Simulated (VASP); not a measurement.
Write the native input for VASP 6.6.1 that does the following.

```yaml
Task: single point
Functional: PBE
Potentials_or_basis: VASP PAW PBE potentials, release 64 (Ta_pv, Si)
Cutoff: 520 eV
k_mesh: 14 × 14 × 8
Occupations: gaussian, width 0.1 eV
Spin: no spin polarisation
Dipole_correction: no
Further_INCAR_settings: ALGO = Normal; EDIFF = 1e-07; NBANDS = 23
```

The structure of TaSi lies in POSCAR:

```
TaSi
1.0
    3.4062535384      0.0000000000      0.0000000000
    0.0000000000      3.4062535384      0.0000000000
    0.0000000000      0.0000000000      5.4570616433
Ta Si
2 2
Direct
    0.5000000000      0.0000000000      0.8597352468
    0.0000000000      0.5000000000      0.1402647532
    0.5000000000      0.0000000000      0.3702048112
    0.0000000000      0.5000000000      0.6297951888
```

One way to write it, as run:

INCAR

```
  PREC = Accurate
  ENCUT = 520
  EDIFF = 1E-7
  ISMEAR = 0
  SIGMA = 0.1
  LREAL = False
  LASPH = True
  NELM = 80
  ALGO = Normal
  ISIF = 2
  LWAVE = False
  LCHARG = False
  GGA = PE
  NBANDS = 23
```

KPOINTS

```
Automatic mesh
0
Gamma
  14 14 8
```

Potentials or basis: VASP PAW PBE potentials, release 64 (Ta_pv, Si).

Run with:

```console
$ cat potpaw_PBE.64/Ta_pv/POTCAR potpaw_PBE.64/Si/POTCAR > POTCAR
$ mpirun -np 1 vasp_std > vasp.out
```

It gave:

```
Pressure               : 0.1 GPa
Largest force          : 0.005 eV/Å
Band gap on the k mesh : zero (band 15 reaches 8.91 eV, above the bottom of band 16 at 6.36 eV)
```

Caveat: spin-orbit coupling is left out, which moves the levels of the heavy elements.

It took 2.7 min on 1 thread of Intel(R) Xeon(R) Platinum 8375C CPU @ 2.90GHz (Ice Lake) (shared host), peak memory 0.35 GiB.
